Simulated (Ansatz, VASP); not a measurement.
## One calculation of KCl, two programs

```
K Cl
1.0
     0.00000    3.28234    3.02986
     3.28234    0.00000    3.02986
     3.28234    3.28234    0.00000
K Cl
1 1
Direct
  0.00000 0.00000 0.00000
  0.50000 0.50000 0.50000
```

Change from the starting cell: strain +0.040 along x and y, -0.040 along z, atoms carried along.

Alike in both runs: task single point; functional PBEsol; k mesh 6 × 6 × 6; occupations gaussian, width 0.05 eV; no spin polarisation.

```csv
,VASP,Ansatz
version,VASP 6.6.1,Ansatz 0.2.0
potentials or method,"VASP PAW PBE potentials, release 64 (K_sv, Cl), cutoff 520 eV","scalar-relativistic, plane waves, PAW"
valence electrons in the cell,16,16
```

```csv
,VASP,Ansatz,Ansatz less VASP
gap on the k mesh at the Fermi level (eV),4.83,4.84,+0.004
least direct gap on the mesh (eV),4.83,4.84,+0.004
pressure (GPa),-0.7,-0.8,-0.03
"traceless stress, the component that is largest in VASP (GPa)",1.65,1.60,-0.041
```

VASP's potentials were made for PBE, not for PBEsol. With one functional, cell and mesh, what is left measures potentials, basis and numerics.
